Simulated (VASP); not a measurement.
# Al4N5 in VASP: further runs

Runs on Al4N5. Level: PBE. Tasks: single point.

All numbers are computed with VASP 6.6.1; they aren't measurements. Logs are shortened: lines on timing, memory, paths and dates and some standing lists are left out, and cuts for length are marked.

## (1) The cell of the first run

The cell holds a slab with vacuum, 9 atoms: a = 3.130 Å, b = 3.130 Å, c = 25.062 Å, α = 90.00°, β = 90.00°, γ = 120.00°.

## (2) Single point, PBE, collinear spin

INCAR

```
ALGO = Normal
DIPOL = 0.5 0.5 0.350
EDIFF = 1E-6
ENCUT = 520
GGA = PE
IDIPOL = 3
ISIF = 2
ISMEAR = 0
ISPIN = 2
LASPH = True
LCHARG = False
LDIPOL = True
LORBIT = 11
LREAL = False
LWAVE = False
MAGMOM = 0 0 0 0 3 0 0 0 0
NBANDS = 32
NELM = 150
PREC = Accurate
SIGMA = 0.05
```

KPOINTS

```
k-points
0
Gamma
  9 9 1
```

POSCAR

```
Al4N5
1.0
    3.1297683445      0.0000000000      0.0000000000
   -1.5648841723      2.7104588943      0.0000000000
    0.0000000000      0.0000000000     25.0621509606
N Al
5 4
Direct
    0.3333333333      0.6666666667      0.1596032203
    0.6666666667      0.3333333333      0.2597004396
    0.3333333333      0.6666666667      0.3620561642
    0.6666666667      0.3333333333      0.4610505141
    0.5000000000      0.6666666667      0.5798445227
    0.6666666667      0.3333333333      0.1833176549
    0.3333333333      0.6666666667      0.2834148742
    0.6666666667      0.3333333333      0.3814237064
    0.3333333333      0.6666666667      0.4812895341
```

Potentials or basis: VASP PAW PBE potentials, release 64 (N, Al).

Launch:

```
$ cat potpaw_PBE.64/N/POTCAR potpaw_PBE.64/Al/POTCAR > POTCAR
$ mpirun -np 1 vasp_std > vasp.out
```

OUTCAR:

```text
EDIFF = 1E-6
   ENCUT = 520
   GGA = PE
   ISIF = 2
   ISMEAR = 0
   ISPIN = 2
   LASPH = True
   LORBIT = 11
   LREAL = False
   NELM = 150
   PREC = Accurate

 ion  position               nearest neighbor table
   1  0.333  0.667  0.160-   6 1.90   6 1.90   6 1.90
   2  0.667  0.333  0.260-   7 1.90   7 1.90   7 1.90   6 1.91
   3  0.333  0.667  0.362-   8 1.87   8 1.87   8 1.87   7 1.97
   4  0.667  0.333  0.461-   9 1.88   9 1.88   9 1.88   8 2.00
   5  0.500  0.667  0.580-   9 2.52
   6  0.667  0.333  0.183-   1 1.90   1 1.90   1 1.90   2 1.91   7 3.09   7 3.09   7 3.09
   7  0.333  0.667  0.283-   2 1.90   2 1.90   2 1.90   3 1.97   8 3.05   8 3.05   8 3.05   6 3.09
                             6 3.09   6 3.09
   8  0.667  0.333  0.381-   3 1.87   3 1.87   3 1.87   4 2.00   7 3.05   7 3.05   7 3.05   9 3.09
                             9 3.09   9 3.09
   9  0.333  0.667  0.481-   4 1.88   4 1.88   4 1.88   5 2.52   8 3.09   8 3.09   8 3.09

  LATTYP: Found a hexagonal cell.
 ALAT       =     3.1297683445
 C/A-ratio  =     8.0076696426

  Lattice vectors:

 A1 = (   3.1297683445,   0.0000000000,   0.0000000000)
 A2 = (  -1.5648841723,   2.7104588943,   0.0000000000)
 A3 = (   0.0000000000,   0.0000000000,  25.0621509606)

Analysis of symmetry for initial positions (statically):
=====================================================================
 Subroutine PRICEL returns:
 Original cell was already a primitive cell.

 Routine SETGRP: Setting up the symmetry group for a
 hexagonal supercell.

 Subroutine GETGRP returns: Found  1 space group operations
 (whereof  1 operations were pure point group operations)
 out of a pool of 24 trial point group operations.

The static configuration has the point symmetry C_1 .

Analysis of symmetry for dynamics (positions and initial velocities):
=====================================================================
 Subroutine PRICEL returns:
 Original cell was already a primitive cell.

 Routine SETGRP: Setting up the symmetry group for a
 hexagonal supercell.

 Subroutine GETGRP returns: Found  1 space group operations
 (whereof  1 operations were pure point group operations)
 out of a pool of 24 trial point group operations.

The dynamic configuration has the point symmetry C_1 .

Analysis of structural, dynamic, and magnetic symmetry:
=====================================================================
 Subroutine PRICEL returns:
 Original cell was already a primitive cell.

 Routine SETGRP: Setting up the symmetry group for a
 hexagonal supercell.

 Subroutine GETGRP returns: Found  1 space group operations
 (whereof  1 operations were pure point group operations)
 out of a pool of 24 trial point group operations.

The overall configuration has the point symmetry C_1 .

 Subroutine INISYM returns: Found  1 space group operations
 (whereof  1 operations are pure point group operations),
 and found     1 'primitive' translations

----------------------------------------------------------------------------------------

                                     Primitive cell

  volume of cell :     212.6049

  direct lattice vectors                    reciprocal lattice vectors
     3.129768344  0.000000000  0.000000000     0.319512465  0.184470608  0.000000000
    -1.564884172  2.710458894  0.000000000     0.000000000  0.368941216  0.000000000
     0.000000000  0.000000000 25.062150961     0.000000000  0.000000000  0.039900805

  length of vectors
     3.129768344  3.129768345 25.062150961     0.368941216  0.368941216  0.039900805

  position of ions in fractional coordinates (direct lattice)
     0.333333333  0.666666667  0.159603220
     0.666666667  0.333333333  0.259700440
     0.333333333  0.666666667  0.362056164
     0.666666667  0.333333333  0.461050514
     0.500000000  0.666666667  0.579844523
     0.666666667  0.333333333  0.183317655
     0.333333333  0.666666667  0.283414874
     0.666666667  0.333333333  0.381423706
[... 76 lines left out ...]
   PREC   = accura    normal or accurate (medium, high low for compatibility)
   ISTART =      0    job   : 0-new  1-cont  2-samecut
   ICHARG =      2    charge: 1-file 2-atom 10-const
   ISPIN  =      2    spin polarized calculation?
   LNONCOLLINEAR =      F non collinear calculations
   LSORBIT =      F    spin-orbit coupling
   LASPH  =      T    aspherical Exc in radial PAW
   ENCUT  =  520.0 eV  38.22 Ry    6.18 a.u.   5.82  5.82 46.60*2*pi/ulx,y,z
   NELM   =    150;   NELMIN=  2; NELMDL= -5     # of ELM steps
   EDIFF  = 0.1E-05   stopping-criterion for ELM
   LREAL  =      F    real-space projection
   EDIFFG = 0.1E-04   stopping-criterion for IOM
   NSW    =      0    number of steps for IOM
   IBRION =     -1    ionic relax: 0-MD 1-quasi-New 2-CG
   NFREE  =      0    steps in history (QN), initial steepest desc. (CG)
   ISIF   =      2    stress and relaxation
   ISYM   =      2    0-nonsym 1-usesym 2-fastsym
   POTIM  = 0.5000    time-step for ionic-motion
   TEBEG  =    0.0;   TEEND  =   0.0 temperature during run
   PSTRESS=    0.0 pullay stress
   NELECT =      37.0000    total number of electrons
   NUPDOWN=      -1.0000    fix difference up-down
   EMIN   =  10.00;   EMAX   =-10.00  energy-range for DOS
   EFERMI =   0.00;   METHOD = LEGACY
   ISMEAR =     0;   SIGMA  =   0.05  broadening in eV -4-tet -1-fermi 0-gaus
   EFERMI_NEDOS =   21; number of points for ismear=-14 and -15
   IALGO  =     38    algorithm
   IMIX   =      4    mixing-type and parameters
     AMIX     =   0.40;   BMIX     =  1.00
     AMIX_MAG =   1.60;   BMIX_MAG =  1.00
  volume/ion in A,a.u.               =      23.62       159.41
  Fermi-wavevector in a.u.,A,eV,Ry     =   0.914010  1.727228 11.366502  0.835414
  Thomas-Fermi vector in A             =   2.038588
   LORBIT       =     11    0 simple, 1 ext, 2 COOP (PROOUT), +10 PAW based schemes
   GGA     = PE    functional components
   LHFCALC =     F    Hartree Fock is set to
   AEXX    =    0.0000 exact exchange contribution
   IVDW    =     0    specifies the selected vdW correction
   LEPSILON=     F    determine dielectric tensor
   LRPA    =     F    only Hartree local field effects (RPA)
 spin polarized calculation
 Gauss-broadening in eV      SIGMA  =   0.05
  energy-cutoff  :      520.00
  volume of cell :      212.60
 maximum number of plane-waves:      5756
   NGX = 11   NGY = 11   NGZ = 93

 dipolmoment           0.000000      0.000000      0.028376 electrons x Angstroem

 number of electron      36.9999995 magnetization       2.3819131

 dipolmoment           0.000000      0.000000     -0.022949 electrons x Angstroem

 Free energy of the ion-electron system (eV)
  ---------------------------------------------------
  ext. energy  EPLUGINS =         0.00000000
  ---------------------------------------------------
  free energy    TOTEN  =       -60.11346955 eV

  energy without entropy =      -60.10389134  energy(sigma->0) =      -60.10868045

 E-fermi :  -0.9875     XC(G=0):  -5.5707

 val. band max:       -0.9921122409   @ k =  -0.1111   0.3333   0.0000
 cond. band min:      -0.9800250552   @ k =  -0.4444  -0.2222   0.0000
 fundamental gap:      0.0120871857
 Fermi energy:        -0.9874786812

 spin component 1

 k-point     1 :       0.0000    0.0000    0.0000
  band No.  band energies     occupation
      1     -17.8921      1.00000
      2     -16.9899      1.00000
      3     -16.1382      1.00000
      4     -14.7371      1.00000
      5     -14.0812      1.00000
      6      -8.1419      1.00000
[... 781 lines left out ...]
     29       7.8276      0.00000
     30       8.4045      0.00000

 [... further k-points ...]

 spin component 2

 k-point     1 :       0.0000    0.0000    0.0000
  band No.  band energies     occupation
      1     -17.8832      1.00000
      2     -16.9774      1.00000
      3     -16.1364      1.00000
      4     -14.1288      1.00000
      5     -11.3834      1.00000
      6      -8.0939      1.00000
[... 781 lines left out ...]
     29       7.8588      0.00000
     30       8.4207      0.00000

 [... further k-points ...]

 [bands above 30 left out]

------------------------ aborting loop because EDIFF is reached ----------------------------------------

 vacuum level on the upper side and lower side of the slab       (xc-potential included)        -0.244         0.254

  FORCE on cell =-STRESS in cart. coord.  units (eV):
  Direction    XX          YY          ZZ          XY          YZ          ZX
  --------------------------------------------------------------------------------------
  -------------------------------------------------------------------------------------
  Total        0.4284855      0.4553119     -5.1723523     -0.1388084      0.0539988     -0.7497879
  in kB        3.2290396      3.4312012    -38.9785174     -1.0460513      0.4069316     -5.6503538
  external PRESSURE =     -10.7727589 kB  Pullay stress =       0.0000000 kB

 VOLUME and BASIS-vectors are now :
 -----------------------------------------------------------------------------
  energy-cutoff  :      520.00
  volume of cell :      212.60
      direct lattice vectors                 reciprocal lattice vectors
     3.129768344  0.000000000  0.000000000     0.319512465  0.184470608  0.000000000
    -1.564884172  2.710458894  0.000000000     0.000000000  0.368941216  0.000000000
     0.000000000  0.000000000 25.062150961     0.000000000  0.000000000  0.039900805

 POSITION                                       TOTAL-FORCE (eV/Angst)
 -----------------------------------------------------------------------------------
     -0.00000      1.80697      4.00000        -0.000661      0.000130      1.959844
      1.56488      0.90349      6.50865         0.001223     -0.000112      1.552207
     -0.00000      1.80697      9.07391        -0.000402      0.001801     -0.472167
      1.56488      0.90349     11.55492         0.047592     -0.008563     -0.261238
      0.52163      1.80697     14.53215        -0.287728      0.024222     -1.515080
      1.56488      0.90349      4.59433        -0.000018      0.000055     -2.452378
     -0.00000      1.80697      7.10299        -0.000173      0.000203     -0.954821
      1.56488      0.90349      9.55930         0.006589      0.001131      0.614707
     -0.00000      1.80697     12.06215         0.233578     -0.018866      1.528926
 -----------------------------------------------------------------------------------
    total drift:                               -0.000024      0.000019     -0.000213

  FREE ENERGIE OF THE ION-ELECTRON SYSTEM (eV)
  ---------------------------------------------------
  free  energy   TOTEN  =       -60.1134695542 eV

  energy  without entropy=      -60.1038913415  energy(sigma->0) =      -60.10868045

 vacuum level on the upper side and lower side of the slab         6.094         6.595

 total charge

# of ion       s       p       d       tot
------------------------------------------
    1        1.256   2.440   0.000   3.696
    2        1.230   2.611   0.000   3.841
    3        1.225   2.637   0.000   3.861
    4        1.227   2.615   0.000   3.841
    5        1.347   1.964   0.000   3.311
    6        0.370   0.426   0.000   0.795
    7        0.362   0.424   0.000   0.786
    8        0.367   0.435   0.000   0.802
    9        0.369   0.389   0.000   0.758
--------------------------------------------------
tot          7.752  13.939   0.000  21.692

 magnetization (x)

# of ion       s       p       d       tot
------------------------------------------
    1       -0.000  -0.031   0.000  -0.031
    2        0.000   0.001   0.000   0.001
    3       -0.000   0.001   0.000   0.001
    4       -0.002   0.012   0.000   0.010
    5        0.043   1.543   0.000   1.586
    6        0.001  -0.002   0.000  -0.001
    7        0.000   0.000   0.000   0.000
    8       -0.000   0.000   0.000   0.000
    9       -0.005  -0.001   0.000  -0.006
--------------------------------------------------
tot          0.036   1.524   0.000   1.561
```

Wall time 17 min (1 thread of AMD EPYC 9R45 (Zen 5), shared host); peak memory 0.61 GiB.

Results:

- Free energy: -60.1135 eV
- Largest force: 2.452 eV/Å
- Net moment: 2.38 μB per cell
- Site moments: N -0.03, +0.00, +0.01, +1.59 (each value once); Al -0.00, +0.00, -0.01 (each value once) μB
- Valence electrons inside the program's atomic spheres: N 3.70, 3.84, 3.86, 3.31 (each value once); Al 0.80, 0.79, 0.76 (each value once)

Forces in eV/Å, atoms in the order of the input:
```
N   -0.001  0.000  1.960
N    0.001  0.000  1.552
N    0.000  0.002 -0.472
N    0.048 -0.009 -0.261
N   -0.288  0.024 -1.515
Al   0.000  0.000 -2.452
Al   0.000  0.000 -0.955
Al   0.007  0.001  0.615
Al   0.234 -0.019  1.529
```

Levels at points of the mesh, in eV from the Fermi level:
Spin up:
```tsv
k point	band 16	band 17	band 18	band 19	band 20	band 21	band 22	band 23	band 24	band 25
(0.00, 0.00, 0.00)	-0.73	-0.65	-0.60	0.14	0.14	2.22	3.75	4.88	5.59	6.45
```
Spin down:
| k point | band 15 | band 16 | band 17 | band 18 | band 19 | band 20 | band 21 | band 22 |
| --- | --- | --- | --- | --- | --- | --- | --- | --- |
| (0.00, 0.00, 0.00) | -0.79 | -0.34 | 0.06 | 0.06 | 2.65 | 3.38 | 3.50 | 3.89 |

[end of part 1 of 2]
